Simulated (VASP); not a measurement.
Here is a VASP 6.6.1 calculation.

Contents of INCAR:

```
PREC = Accurate
ENCUT = 520
EDIFF = 1E-6
ISMEAR = 0
SIGMA = 0.05
LREAL = Auto
LASPH = T
NELM = 60
ALGO = Normal
ISIF = 2
LWAVE = F
LCHARG = F
GGA = PE
NBANDS = 163
```

File KPOINTS:

```
regular mesh
0
Gamma
  2 2 2
```

POSCAR

```
C
1.0
    7.1400000000      0.0000000000      0.0000000000
    0.0000000000      7.1400000000      0.0000000000
    0.0000000000      0.0000000000      7.1400000000
C
63
Direct
    0.4976787115     -0.0016105042     -0.0005204482
    0.6214060224      0.1249603641      0.1231340336
    0.7495327731      0.2506165266     -0.0014298319
    0.8744584034      0.3814998599      0.1211673669
    0.7376560224      0.0049582633      0.2537714286
   -0.0033764706      0.0023760504      0.0039698880
    0.1154848739      0.1268049020      0.1337871148
    0.2457542017      0.2503324930      0.0033610644
    0.3733393557      0.3753677871      0.1240487395
    0.4997500000      0.4994722689     -0.0018046218
    0.6233176471      0.6270948179      0.1233522409
    0.7483768908      0.7510236695      0.0005175070
    0.8727745098      0.8811266106      0.1313428571
    0.2463294118      0.0016323529      0.2528791317
    0.3740676471      0.1257221289      0.3753145658
    0.4987628852      0.2493675070      0.2454369748
    0.6372071429      0.3653154062      0.3602334734
    0.7495809524      0.5039435574      0.2435736695
    0.8744816527      0.6265152661      0.3744684874
    0.4987288515     -0.0009654062      0.5015383754
    0.6163885154      0.1107521008      0.6330672269
    0.8118162465      0.2136392157      0.4114621849
    0.8864806723      0.3715068627      0.6202358543
    0.7489747899     -0.0007053221      0.7496938375
    0.8735754902      0.1256977591      0.8749644258
    0.0007682073      0.5017619048     -0.0020344538
    0.1243231092      0.6269169468      0.1255606443
    0.2491942577      0.7504162465      0.0008547619
    0.3723235294      0.8757813725      0.1265365546
   -0.0132004202      0.2647915966      0.2599065826
    0.1252725490      0.3795673669      0.3757572829
    0.2507553221      0.5010121849      0.2497091036
    0.3783754902      0.6217070028      0.3747556022
    0.4986324930      0.7498931373      0.2501718487
    0.6227389356      0.8763514006      0.3767722689
    0.0079004202     -0.0082191877      0.5143352941
    0.1253210084      0.1236056022      0.6259435574
    0.2499453782      0.2497417367      0.4993386555
    0.3777071429      0.3721760504      0.6234442577
    0.5086058824      0.4913343137      0.4982288515
    0.6274533613      0.6211715686      0.6226803922
    0.7504329132      0.7500879552      0.4993962185
    0.8750256303      0.8753463585      0.6257560224
    0.2505880952     -0.0019556022      0.7532154062
    0.3719865546      0.1232098039      0.8779198880
    0.5013906162      0.2471700280      0.7483242297
    0.6254176471      0.3731726891      0.8724614846
    0.7513516807      0.4937959384      0.7440005602
    0.8757610644      0.6245971989      0.8741173669
   -0.0013406162      0.7526640056      0.2518661064
    0.1227379552      0.8767424370      0.3778404762
    0.0026302521      0.5019155462      0.5001677871
    0.1264016807      0.6255507003      0.6267439776
    0.2521866947      0.7471191877      0.5018740896
    0.3735592437      0.8718848739      0.6270380952
    0.0013037815      0.2483710084      0.7486551821
    0.1254505602      0.3749540616      0.8751359944
    0.2517058824      0.4985208683      0.7492910364
    0.3748308123      0.6242253501      0.8746535014
    0.5010138655      0.7469834734      0.7491763305
    0.6237943978      0.8727756303      0.8758568627
    0.0002964986      0.7491341737      0.7523802521
    0.1230647059      0.8758656863      0.8781561625
```

Potentials or basis: VASP PAW PBE potentials, release 64 (C).

The run is started by

```bash
$ cat potpaw_PBE.64/C/POTCAR > POTCAR
$ mpirun -np 1 vasp_std > vasp.out
```

Question: Predict the pressure.

Answer: -0.7 GPa.

Question: Estimate the band gap on the k mesh.

Answer: Zero (bands 126 and 127 overlap by 0.41 eV).

Question: What does it give for the largest force?

Answer: 0.045 eV/Å.

Forces on the atoms (eV/Å):
```
C    0.023 -0.019  0.003
C    0.023 -0.016 -0.010
C    0.018 -0.017  0.014
C    0.011 -0.021 -0.001
C    0.012  0.017 -0.016
C   -0.022  0.013 -0.007
C   -0.020  0.018  0.003
C   -0.012  0.001  0.000
C   -0.006  0.020 -0.004
C   -0.012  0.012  0.012
C   -0.026  0.010 -0.010
C   -0.005  0.018 -0.004
C   -0.018  0.007 -0.002
C    0.004 -0.004  0.007
C    0.013 -0.007  0.015
C   -0.008 -0.001  0.027
C   -0.002 -0.013  0.029
C    0.007  0.002  0.025
C    0.001 -0.017  0.016
C   -0.022  0.019 -0.022
C   -0.009  0.038 -0.004
C   -0.006 -0.015  0.021
C   -0.040  0.007 -0.018
C    0.025  0.000  0.019
C    0.008 -0.010  0.011
C    0.020 -0.013  0.004
C    0.013 -0.020  0.001
C    0.015 -0.015 -0.006
C    0.018 -0.014  0.004
C    0.001 -0.022 -0.022
C    0.002 -0.007 -0.001
C    0.000  0.001 -0.019
C   -0.003 -0.001  0.005
C   -0.001  0.005 -0.016
C    0.003 -0.001 -0.010
C   -0.014  0.019 -0.029
C    0.020 -0.006 -0.002
C    0.006 -0.016  0.005
C    0.016 -0.008  0.000
C    0.008 -0.013 -0.011
C    0.008 -0.009  0.009
C    0.017 -0.008  0.002
C    0.011 -0.024 -0.001
C   -0.005  0.001 -0.022
C    0.001  0.013 -0.013
C   -0.002  0.007 -0.009
C   -0.007  0.013 -0.011
C    0.009  0.001 -0.003
C   -0.020 -0.004 -0.010
C    0.001 -0.004  0.009
C    0.008 -0.004  0.012
C   -0.021  0.026 -0.006
C   -0.023  0.014 -0.005
C   -0.017  0.018 -0.013
C   -0.012  0.023 -0.007
C    0.003 -0.014  0.021
C   -0.001  0.001  0.014
C    0.008 -0.006  0.010
C    0.005  0.005  0.024
C    0.010 -0.008  0.011
C   -0.002  0.004  0.014
C   -0.002  0.007 -0.017
C   -0.009  0.013 -0.015
```

Caveat: the k points lie up to 0.44 Å⁻¹ apart.
